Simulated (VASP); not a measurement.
# Ge (Pm-3m) in VASP: a series of runs, part 2 of 2

VASP 6.6.1.

## (3) Single point, PBE (volume scaled by 0.45)

The input, INCAR:

```
ALGO     = Normal         # electronic algorithm
EDIFF    = 1E-6           # SCF threshold, eV
ENCUT    = 520            # plane-wave cutoff, eV
GGA      = PE             # functional
ISIF     = 2              # what is computed and relaxed
ISMEAR   = -1             # smearing method
LASPH    = T              # aspherical terms in the spheres
LCHARG   = F              # write CHGCAR
LREAL    = F              # projectors in reciprocal space
LWAVE    = F              # write WAVECAR
NBANDS   = 13             # bands
NELM     = 100            # most SCF steps
PREC     = Accurate       # precision mode
SIGMA    = 0.08           # smearing width, eV
```

The input, KPOINTS:

```
k-points
0
Gamma
  15 15 15
```

The input, POSCAR:

```
Ge
1.0
    2.0769476835      0.0000000000      0.0000000000
    0.0000000000      2.0769476835      0.0000000000
    0.0000000000      0.0000000000      2.0769476835
Ge
1
Direct
    0.0000000000      0.0000000000      0.0000000000
```

Potentials or basis: VASP PAW PBE potentials, release 64 (Ge_d).

Run with:

```
$ cat potpaw_PBE.64/Ge_d/POTCAR > POTCAR
$ mpirun -np 1 vasp_std > vasp.out
```

OUTCAR:

```text
EDIFF = 1E-6
   ENCUT = 520
   GGA = PE
   ISIF = 2
   ISMEAR = -1
   LASPH = T
   LREAL = F
   NELM = 100
   PREC = Accurate

 ion  position               nearest neighbor table
   1  0.000  0.000  0.000-

  LATTYP: Found a simple cubic cell.
 ALAT       =     2.0769476835

  Lattice vectors:

 A1 = (   2.0769476835,   0.0000000000,   0.0000000000)
 A2 = (   0.0000000000,   2.0769476835,   0.0000000000)
 A3 = (   0.0000000000,   0.0000000000,   2.0769476835)

Analysis of symmetry for initial positions (statically):
=====================================================================
 Subroutine PRICEL returns:
 Original cell was already a primitive cell.

 Routine SETGRP: Setting up the symmetry group for a
 simple cubic supercell.

 Subroutine GETGRP returns: Found 48 space group operations
 (whereof 48 operations were pure point group operations)
 out of a pool of 48 trial point group operations.

The static configuration has the point symmetry O_h .

Analysis of symmetry for dynamics (positions and initial velocities):
=====================================================================
 Subroutine PRICEL returns:
 Original cell was already a primitive cell.

 Routine SETGRP: Setting up the symmetry group for a
 simple cubic supercell.

 Subroutine GETGRP returns: Found 48 space group operations
 (whereof 48 operations were pure point group operations)
 out of a pool of 48 trial point group operations.

The dynamic configuration has the point symmetry O_h .

 Subroutine INISYM returns: Found 48 space group operations
 (whereof 48 operations are pure point group operations),
 and found     1 'primitive' translations

----------------------------------------------------------------------------------------

                                     Primitive cell

  volume of cell :       8.9594

  direct lattice vectors                    reciprocal lattice vectors
     2.076947683  0.000000000  0.000000000     0.481475777  0.000000000  0.000000000
     0.000000000  2.076947683  0.000000000     0.000000000  0.481475777  0.000000000
     0.000000000  0.000000000  2.076947683     0.000000000  0.000000000  0.481475777

  length of vectors
     2.076947683  2.076947683  2.076947683     0.481475777  0.481475777  0.481475777

  position of ions in fractional coordinates (direct lattice)
     0.000000000  0.000000000  0.000000000

  ion indices of the primitive-cell ions
   primitive index   ion index
                 1           1

----------------------------------------------------------------------------------------

 KPOINTS: k-points

Automatic generation of k-mesh.
 Grid dimensions read from file:
 generate k-points for:   15   15   15

 Generating k-lattice:

  Cartesian coordinates                     Fractional coordinates (reciprocal lattice)
     0.032098385  0.000000000  0.000000000     0.066666667  0.000000000  0.000000000
     0.000000000  0.032098385  0.000000000     0.000000000  0.066666667  0.000000000
     0.000000000  0.000000000  0.032098385     0.000000000  0.000000000  0.066666667

  Length of vectors
     0.032098385  0.032098385  0.032098385

  Shift w.r.t. Gamma in fractional coordinates (k-lattice)
     0.000000000  0.000000000  0.000000000

 Subroutine IBZKPT returns following result:
 ===========================================

 Found    120 irreducible k-points:

 Following reciprocal coordinates:
            Coordinates               Weight
  0.000000  0.000000  0.000000      1.000000
  0.066667  0.000000  0.000000      6.000000
  0.133333  0.000000  0.000000      6.000000
  0.200000  0.000000  0.000000      6.000000
  0.266667  0.000000  0.000000      6.000000
  0.333333  0.000000  0.000000      6.000000
[... 16 lines left out ...]
  0.266667  0.200000  0.000000     24.000000
  0.333333  0.200000  0.000000     24.000000
 [... further k-points ...]
   k-points           NKPTS =    120   k-points in BZ     NKDIM =    120   number of bands    NBANDS=     13
   number of dos      NEDOS =    301   number of ions     NIONS =      1
   total plane-waves  NPLWV =   4096
   dimension x,y,z NGX =    16 NGY =   16 NGZ =   16
   dimension x,y,z NGXF=    32 NGYF=   32 NGZF=   32
   ions per type =               1
   NGX,Y,Z   is equivalent  to a cutoff of  12.81, 12.81, 12.81 a.u.
   NGXF,Y,Z  is equivalent  to a cutoff of  25.61, 25.61, 25.61 a.u.
 SYSTEM =  unknown system
   PREC   = accura    normal or accurate (medium, high low for compatibility)
   ISTART =      0    job   : 0-new  1-cont  2-samecut
   ICHARG =      2    charge: 1-file 2-atom 10-const
   ISPIN  =      1    spin polarized calculation?
   LNONCOLLINEAR =      F non collinear calculations
   LSORBIT =      F    spin-orbit coupling
   LASPH  =      T    aspherical Exc in radial PAW
   ENCUT  =  520.0 eV  38.22 Ry    6.18 a.u.   3.86  3.86  3.86*2*pi/ulx,y,z
   NELM   =    100;   NELMIN=  2; NELMDL= -5     # of ELM steps
   EDIFF  = 0.1E-05   stopping-criterion for ELM
   LREAL  =      F    real-space projection
   EDIFFG = 0.1E-04   stopping-criterion for IOM
   NSW    =      0    number of steps for IOM
   IBRION =     -1    ionic relax: 0-MD 1-quasi-New 2-CG
   NFREE  =      0    steps in history (QN), initial steepest desc. (CG)
   ISIF   =      2    stress and relaxation
   ISYM   =      2    0-nonsym 1-usesym 2-fastsym
   POTIM  = 0.5000    time-step for ionic-motion
   TEBEG  =    0.0;   TEEND  =   0.0 temperature during run
   PSTRESS=    0.0 pullay stress
   NELECT =      14.0000    total number of electrons
   NUPDOWN=      -1.0000    fix difference up-down
   EMIN   =  10.00;   EMAX   =-10.00  energy-range for DOS
   EFERMI =   0.00;   METHOD = LEGACY
   ISMEAR =    -1;   SIGMA  =   0.08  broadening in eV -4-tet -1-fermi 0-gaus
   EFERMI_NEDOS =   21; number of points for ismear=-14 and -15
   IALGO  =     38    algorithm
   IMIX   =      4    mixing-type and parameters
     AMIX     =   0.40;   BMIX     =  1.00
     AMIX_MAG =   1.60;   BMIX_MAG =  1.00
  volume/ion in A,a.u.               =       8.96        60.46
  Fermi-wavevector in a.u.,A,eV,Ry     =   1.899730  3.589970 49.103089  3.608975
  Thomas-Fermi vector in A             =   2.939002
   LORBIT       =      0    0 simple, 1 ext, 2 COOP (PROOUT), +10 PAW based schemes
   GGA     = PE    functional components
[... 5 lines left out ...]
 non-spin polarized calculation
  energy-cutoff  :      520.00
  volume of cell :        8.96
 maximum number of plane-waves:       256
 NGX is ok and might be reduce to    16
   NGX =  7   NGY =  7   NGZ =  7

 number of electron      14.0000021 magnetization

 Free energy of the ion-electron system (eV)
  ---------------------------------------------------
  ext. energy  EPLUGINS =         0.00000000
  ---------------------------------------------------
  free energy    TOTEN  =         1.29565070 eV

  energy without entropy =        1.29969507  energy(sigma->0) =        1.29767289

 E-fermi :  18.7864     XC(G=0): -15.5303

 val. band max:       18.7793251065   @ k =   0.3333   0.3333   0.0000
 cond. band min:      18.8782034765   @ k =   0.3333   0.3333   0.0667
 fundamental gap:      0.0988783700
 Fermi energy:        18.7863502924

 k-point     1 :       0.0000    0.0000    0.0000
  band No.  band energies     occupation
      1      -9.3193      2.00000
      2      -9.3193      2.00000
      3      -7.4396      2.00000
      4      -7.4396      2.00000
      5      -7.4396      2.00000
      6      -3.9342      2.00000
      7      29.8062      0.00000
      8      29.8062      0.00000
      9      29.8062      0.00000
     10      32.5878      0.00000
     11      32.5878      0.00000
     12      40.9968      0.00000
     13      58.5170      0.00000

 k-point     2 :       0.0667    0.0000    0.0000
  band No.  band energies     occupation
      1      -9.3121      2.00000
      2      -9.2691      2.00000
      3      -7.4631      2.00000
      4      -7.4631      2.00000
      5      -7.4377      2.00000
      6      -3.7735      2.00000
      7      27.0377      0.00000
      8      29.9935      0.00000
      9      29.9935      0.00000
     10      32.6959      0.00000
     11      34.8926      0.00000
[... 339 lines left out ...]
 k-point    24 :       0.3333    0.2000    0.0000
  band No.  band energies     occupation
      1      -8.9563      2.00000
      2      -8.1959      2.00000
      3      -8.1842      2.00000
      4      -7.8129      2.00000
      5      -7.5804      2.00000
      6       1.6952      2.00000
      7      13.9084      2.00000
      8      23.7981      0.00000
      9      34.7698      0.00000
     10      35.8641      0.00000
     11      38.7021      0.00000
     12      47.4413      0.00000
     13      48.5686      0.00000

 [... further k-points ...]

------------------------ aborting loop because EDIFF is reached ----------------------------------------

  FORCE on cell =-STRESS in cart. coord.  units (eV):
  Direction    XX          YY          ZZ          XY          YZ          ZX
  --------------------------------------------------------------------------------------
  -------------------------------------------------------------------------------------
  Total       19.0125970     19.0125970     19.0125970     -0.0000000      0.0000000     -0.0000000
  in kB     3399.9721016   3399.9721016   3399.9721016     -0.0000000      0.0000000     -0.0000000
  external PRESSURE =    3399.9721016 kB  Pullay stress =       0.0000000 kB

 VOLUME and BASIS-vectors are now :
 -----------------------------------------------------------------------------
  energy-cutoff  :      520.00
  volume of cell :        8.96
      direct lattice vectors                 reciprocal lattice vectors
     2.076947683  0.000000000  0.000000000     0.481475777  0.000000000  0.000000000
     0.000000000  2.076947683  0.000000000     0.000000000  0.481475777  0.000000000
     0.000000000  0.000000000  2.076947683     0.000000000  0.000000000  0.481475777

 POSITION                                       TOTAL-FORCE (eV/Angst)
 -----------------------------------------------------------------------------------
      0.00000      0.00000      0.00000         0.000000      0.000000      0.000000
 -----------------------------------------------------------------------------------
    total drift:                               -0.000000      0.000000      0.000000

  FREE ENERGIE OF THE ION-ELECTRON SYSTEM (eV)
  ---------------------------------------------------
  free  energy   TOTEN  =         1.2956507010 eV

  energy  without entropy=        1.2996950705  energy(sigma->0) =        1.29767289
```

It took 3.1 s on 1 thread of Intel Xeon 6975P-C (Granite Rapids), shared host; peak memory 0.12 GiB.

Results:

```yaml
Free_energy: 1.2957 eV
Pressure: 340.0 GPa
Band_gap_on_the_k_mesh: zero (band 7 reaches 29.81 eV, above the bottom of band 8 at 16.52 eV)
```

## (4) Single point, PBE (volume scaled by 0.45)

The input, INCAR:

```
SYSTEM = Ge
ALGO = Normal ; EDIFF = 1E-6
ENCUT = 520 ; GGA = PE
ISIF = 2 ; ISMEAR = -1
LASPH = .TRUE. ; LCHARG = .FALSE.
LREAL = .FALSE. ; LWAVE = .FALSE.
NBANDS = 13 ; NELM = 60
PREC = Accurate ; SIGMA = 0.08
```

The input, KPOINTS:

```
k-points
0
G
  15 15 15
  0 0 0
```

POSCAR is that of step 3.

Run with:

```
$ cat potpaw_PBE.64/Ge_d/POTCAR > POTCAR
$ mpirun -np 1 vasp_std > vasp.out
```

It took 3 s on 1 thread of Intel Xeon 6975P-C (Granite Rapids), shared host; peak memory 0.12 GiB.

It converged, with:

| Quantity | Value |
| --- | --- |
| Free energy | 1.2957 eV |
| Pressure | 340.0 GPa |
| Band gap on the k mesh | zero (band 7 reaches 29.81 eV, above the bottom of band 8 at 16.52 eV) |

Levels at points of the mesh, in eV from the Fermi level:
```
           k point  band 5  band 6  band 7  band 8  band 9  band 10
(0.00, 0.00, 0.00)  -26.23  -22.72   11.02   11.02   11.02    13.80
```

## (5) Single point, PBE (volume scaled by 0.52)

The input, INCAR:

```
PREC = Accurate ; ENCUT = 520
EDIFF = 1E-6 ; ISMEAR = -1
SIGMA = 0.08 ; LREAL = F
LASPH = T ; NELM = 80
ALGO = Normal ; ISIF = 2
LWAVE = F ; LCHARG = F
GGA = PE ; NBANDS = 13
```

The input, KPOINTS:

```
regular mesh
0
Gamma
  15 15 15
```

The input, POSCAR:

```
Ge
1.0
    2.1794947830      0.0000000000      0.0000000000
    0.0000000000      2.1794947830      0.0000000000
    0.0000000000      0.0000000000      2.1794947830
Ge
1
Direct
    0.0000000000      0.0000000000      0.0000000000
```

Run with:

```
$ cat potpaw_PBE.64/Ge_d/POTCAR > POTCAR
$ mpirun -np 1 vasp_std > vasp.out
```

Wall time 3.2 s (1 thread of Intel Xeon 6975P-C (Granite Rapids), shared host); peak memory 0.12 GiB.

Results (log left out):

```yaml
Free_energy: -1.0006 eV
Pressure: 201.3 GPa
Band_gap_on_the_k_mesh: zero (band 7 reaches 25.88 eV, above the bottom of band 8 at 12.96 eV)
```

Levels at points of the mesh, in eV from the Fermi level:
```tsv
k point	band 4	band 5	band 6	band 7	band 8	band 9	band 10	band 11
(0.00, 0.00, 0.00)	-25.53	-25.53	-20.27	10.27	10.27	10.27	12.98	12.98
```

## (6) Summary

```tsv
cell	gap on the mesh (eV)	pressure (GPa)
a = 2.710 Å, 1 atom	none	-0.1
a = 2.077 Å, 1 atom	none	340.0
a = 2.179 Å, 1 atom	none	201.3
```

Alike in all rows: task single point; level PBE; potentials or basis VASP PAW PBE potentials, release 64 (Ge_d); no spin polarisation; k mesh 15 × 15 × 15; cutoff (eV) 520; smearing fermi-dirac 0.08 eV.

Absolute energies hang on the potentials; compare differences alone.
